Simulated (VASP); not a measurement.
# Ir (Fm-3m) in VASP: notebook, part 2 of 2

VASP 6.6.1. The steps go on from the part before.

### 5 Single point, PBEsol

This run uses another cell than the first one, of 14.62 Å³/atom, 1.130 times its volume.

INCAR

```
PREC = Accurate ; ENCUT = 500
EDIFF = 1E-6 ; ISMEAR = 1
SIGMA = 0.1 ; LREAL = False
LASPH = True ; NELM = 120
ALGO = Normal ; ISIF = 2
LWAVE = False ; LCHARG = True
GGA = PS ; LELF = True
LVHAR = True ; NBANDS = 10
GGA_COMPAT = False
```

KPOINTS

```
Automatic mesh
0
Gamma
  13 13 13
```

POSCAR

```
Ir
1.0
    0.0000000000      1.9408081540      1.9408081540
    1.9408081540      0.0000000000      1.9408081540
    1.9408081540      1.9408081540      0.0000000000
Ir
1
Direct
    0.0000000000      0.0000000000      0.0000000000
```

Potentials or basis: VASP PAW PBE potentials, release 64 (Ir).

Run with:

```bash
$ cat potpaw_PBE.64/Ir/POTCAR > POTCAR
$ mpirun -np 1 vasp_std > vasp.out
```

OUTCAR:

```text
PREC = Accurate
   ENCUT = 500
   EDIFF = 1E-6
   ISMEAR = 1
   LREAL = False
   LASPH = True
   NELM = 120
   ISIF = 2
   GGA = PS

 ion  position               nearest neighbor table
   1  0.000  0.000  0.000-

  LATTYP: Found a face centered cubic cell.
 ALAT       =     3.8816163080

  Lattice vectors:

 A1 = (   0.0000000000,   1.9408081540,   1.9408081540)
 A2 = (   1.9408081540,   0.0000000000,   1.9408081540)
 A3 = (   1.9408081540,   1.9408081540,   0.0000000000)

Analysis of symmetry for initial positions (statically):
[... 482 lines left out ...]
      4       6.7432      2.00000
      5      10.6019     -0.00000
      6      11.7434      0.00000
      7      18.0132      0.00000
      8      25.1856      0.00000
      9      27.7565      0.00000
     10      28.9281      0.00000

 [... further k-points ...]
[... 5 lines left out ...]
  --------------------------------------------------------------------------------------
  -------------------------------------------------------------------------------------
  Total       -1.1931543     -1.1931543     -1.1931543      0.0000000      0.0000000      0.0000000
  in kB     -130.7462902   -130.7462902   -130.7462902      0.0000000      0.0000000      0.0000000
  external PRESSURE =    -130.7462902 kB  Pullay stress =       0.0000000 kB

 VOLUME and BASIS-vectors are now :
 -----------------------------------------------------------------------------
  energy-cutoff  :      500.00
  volume of cell :       14.62
      direct lattice vectors                 reciprocal lattice vectors
     0.000000000  1.940808154  1.940808154    -0.257624639  0.257624639  0.257624639
     1.940808154  0.000000000  1.940808154     0.257624639 -0.257624639  0.257624639
     1.940808154  1.940808154  0.000000000     0.257624639  0.257624639 -0.257624639

 POSITION                                       TOTAL-FORCE (eV/Angst)
 -----------------------------------------------------------------------------------
      0.00000      0.00000      0.00000         0.000000      0.000000      0.000000
 -----------------------------------------------------------------------------------
    total drift:                                0.000000      0.000000     -0.000000

  FREE ENERGIE OF THE ION-ELECTRON SYSTEM (eV)
  ---------------------------------------------------
  free  energy   TOTEN  =        -9.7885708071 eV

  energy  without entropy=       -9.7886553637  energy(sigma->0) =       -9.78859899
```

OSZICAR:

```text
N       E                     dE             d eps       ncg     rms          rms(c)
DAV:   1     0.461565325151E+02    0.46157E+02   -0.43056E+03  1688   0.792E+02
DAV:   2    -0.950824590134E+01   -0.55665E+02   -0.53139E+02  1730   0.195E+02
DAV:   3    -0.104277071182E+02   -0.91946E+00   -0.91473E+00  2030   0.296E+01
DAV:   4    -0.104361142698E+02   -0.84072E-02   -0.84049E-02  1924   0.261E+00
DAV:   5    -0.104362686706E+02   -0.15440E-03   -0.15440E-03  1874   0.332E-01    0.145E+01
DAV:   6    -0.988532584679E+01    0.55094E+00   -0.10403E+00  1886   0.122E+01    0.552E+00
DAV:   7    -0.979536299582E+01    0.89963E-01   -0.28285E-01  1960   0.579E+00    0.146E+00
DAV:   8    -0.979331069315E+01    0.20523E-02   -0.19850E-03  1816   0.436E-01    0.120E+00
DAV:   9    -0.978857654582E+01    0.47341E-02   -0.23975E-03  1866   0.701E-01    0.261E-02
DAV:  10    -0.978856916471E+01    0.73811E-05   -0.14573E-05  2422   0.409E-02    0.196E-02
DAV:  11    -0.978857076526E+01   -0.16006E-05   -0.10945E-06  1600   0.677E-03    0.220E-03
DAV:  12    -0.978857080715E+01   -0.41891E-07   -0.27159E-08   884   0.190E-03
   1 F= -.97885708E+01 E0= -.97885990E+01  d E =0.845565E-04
```

stdout:

```text
POSCAR found type information on POSCAR Ir
 POSCAR found :  1 types and       1 ions
 scaLAPACK will be used
 -----------------------------------------------------------------------------
|                                                                             |
|                                                                             |
|     You enforced a specific xc type in the INCAR file but a different       |
|     I HOPE YOU KNOW WHAT YOU ARE DOING!                                     |
|                                                                             |
 -----------------------------------------------------------------------------

 LDA part: xc-table for (Slater+PW92), standard interpolation
 POSCAR, INCAR and KPOINTS ok, starting setup
 FFT: planning ... GRIDC
 FFT: planning ... GRID_SOFT
 FFT: planning ... GRID
 WAVECAR not read
 entering main loop
```

Wall time 6.7 s (1 thread of Intel Xeon Platinum 8375C at 2.90GHz (Ice Lake), shared host); peak memory 0.13 GiB.

Results:

```
Free energy : -9.7886 eV
Pressure    : -13.1 GPa
```

Levels at points of the mesh, in eV from the Fermi level:
| k point | band 1 | band 2 | band 3 | band 4 | band 5 | band 6 | band 7 | band 8 | band 9 |
| --- | --- | --- | --- | --- | --- | --- | --- | --- | --- |
| (0.00, 0.00, 0.00) | -10.84 | -3.72 | -3.72 | -3.72 | -1.14 | -1.14 | 14.37 | 19.75 | 19.75 |

Caveat: the PAW data sets were made with another functional, which shifts forces and pressure a little; spin-orbit coupling is left out, which moves the levels of the heavy elements.

### 6 Single point, PBEsol

This run uses another cell than the first one, of 15.18 Å³/atom, 1.174 times its volume.

INCAR

```
SYSTEM = Ir
ALGO = Normal ; EDIFF = 1E-6
ENCUT = 500 ; GGA = PS
GGA_COMPAT = .FALSE. ; ISIF = 2
ISMEAR = 1 ; LASPH = .TRUE.
LCHARG = .TRUE. ; LELF = .TRUE.
LREAL = .FALSE. ; LVHAR = .TRUE.
LWAVE = .FALSE. ; NBANDS = 10
NELM = 120 ; PREC = Accurate
SIGMA = 0.1
```

KPOINTS

```
k-points
0
G
  13 13 13
  0 0 0
```

POSCAR

```
Ir
1.0
    0.0000000000      1.9653779541      1.9653779541
    1.9653779541      0.0000000000      1.9653779541
    1.9653779541      1.9653779541      0.0000000000
Ir
1
Direct
    0.0000000000      0.0000000000      0.0000000000
```

Potentials or basis: VASP PAW PBE potentials, release 64 (Ir).

Run with:

```bash
$ cat potpaw_PBE.64/Ir/POTCAR > POTCAR
$ mpirun -np 1 vasp_std > vasp.out
```

Wall time 6.5 s (1 thread of Intel Xeon Platinum 8375C at 2.90GHz (Ice Lake), shared host); peak memory 0.13 GiB.

It converged, with:

```
Free energy : -9.7231 eV
Pressure    : -24.0 GPa
```

Levels at points of the mesh, in eV from the Fermi level:
```csv
k point,band 1,band 2,band 3,band 4,band 5,band 6,band 7,band 8,band 9
"(0.00, 0.00, 0.00)",-10.45,-3.51,-3.51,-3.51,-1.08,-1.08,14.43,19.59,19.59
```

Caveat: the PAW data sets were made with another functional, which shifts forces and pressure a little; spin-orbit coupling is left out, which moves the levels of the heavy elements.

### 7 The runs side by side

| cell | gap on the mesh (eV) | pressure (GPa) |
| --- | --- | --- |
| a = 2.635 Å, angles 60.0°, 1 atom | none | 41.4 |
| a = 2.672 Å, angles 60.0°, 1 atom | none | 18.7 |
| a = 2.709 Å, angles 60.0°, 1 atom | none | 0.9 |
| a = 2.745 Å, angles 60.0°, 1 atom | none | -13.1 |
| a = 2.779 Å, angles 60.0°, 1 atom | none | -24.0 |

Alike in all rows: task single point; level PBEsol; potentials or basis VASP PAW PBE potentials, release 64 (Ir); no spin polarisation; k mesh 13 × 13 × 13; cutoff (eV) 500; smearing methfessel-paxton 0.1 eV.

Caveats: the PAW data sets were made with another functional, which shifts forces and pressure a little; spin-orbit coupling is left out, which moves the levels of the heavy elements.

Absolute energies hang on the potentials; compare differences alone.
